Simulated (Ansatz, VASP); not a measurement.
# CaSe: VASP beside Ansatz

```xyz
2
Lattice="0.0000 2.9794 2.9794 2.9794 0.0000 2.9794 2.9794 2.9794 0.0000" Properties=species:S:1:pos:R:3 pbc="T T T"
Ca    0.0000    0.0000    0.0000
Se    2.9794    2.9794    2.9794
```

Alike in both runs: functional PBE; k mesh 8 × 8 × 8; occupations gaussian, width 0.02 eV; no spin polarisation.

Ansatz relaxed the structure, and its values are those at the end. VASP's run is a single point on that final structure, the one shown.

|  | VASP | Ansatz |
| --- | --- | --- |
| version | VASP 6.6.1 | Ansatz 0.2.0 |
| potentials or method | VASP PAW PBE potentials, release 64 (Ca_sv, Se), cutoff 520 eV | scalar-relativistic, plane waves, PAW |
| valence electrons in the cell | 16 | 26 |

|  | VASP | Ansatz | Ansatz less VASP |
| --- | --- | --- | --- |
| gap on the k mesh at the Fermi level (eV) | 2.07 | 2.08 | +0.009 |
| least direct gap on the mesh (eV) | 2.99 | 3.00 | +0.008 |
| pressure (GPa) | 0.1 | 0.0 | -0.16 |

VASP's potentials hold 16 valence electrons a cell and Ansatz's 26, so a difference there can come from the potentials and not from the codes.
